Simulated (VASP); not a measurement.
Set up this calculation in VASP 6.6.1, as the native input.

```
Task                   : single point
Functional             : PBEsol
Potentials or basis    : VASP PAW PBE potentials, release 64 (Al, As)
Cutoff                 : 500 eV
k mesh                 : 6 × 6 × 6
Occupations            : gaussian, width 0.5 eV
Spin                   : no spin polarisation
Dipole correction      : no
Further INCAR settings : ALGO = Normal; EDIFF = 1e-06; NBANDS = 11
```

The structure of AlAs lies in POSCAR:

```
AlAs
1.0
    0.0000000000      2.8389251760      2.8389251760
    2.8389251760      0.0000000000      2.8389251760
    2.8389251760      2.8389251760      0.0000000000
Al As
1 1
Direct
    0.0000000000      0.0000000000      0.0000000000
    0.2500000000      0.2500000000      0.2500000000
```

One way to write it, as run:

INCAR

```
SYSTEM = AlAs
  PREC = Accurate
  ENCUT = 500
  EDIFF = 1E-6
  ISMEAR = 0
  SIGMA = 0.5
  LREAL = .FALSE.
  LASPH = .TRUE.
  NELM = 120
  ALGO = Normal
  ISIF = 2
  LWAVE = .FALSE.
  LCHARG = .FALSE.
  GGA = PS
  NBANDS = 11
  GGA_COMPAT = .FALSE.
```

KPOINTS

```
Automatic mesh
0
G
  6 6 6
  0 0 0
```

Potentials or basis: VASP PAW PBE potentials, release 64 (Al, As).

Launch:

```console
$ cat potpaw_PBE.64/Al/POTCAR potpaw_PBE.64/As/POTCAR > POTCAR
$ mpirun -np 1 vasp_std > vasp.out
```

Results of the run:

```yaml
Pressure: 0.2 GPa
Band_gap_on_the_k_mesh: 1.33 eV (least direct gap 1.91 eV)
```

Caveat: the PAW data sets were made with another functional, which shifts forces and pressure a little.

It took 9.4 s on 1 thread of Intel(R) Xeon(R) Platinum 8488C (Sapphire Rapids), on a shared host, peak memory 0.16 GiB.
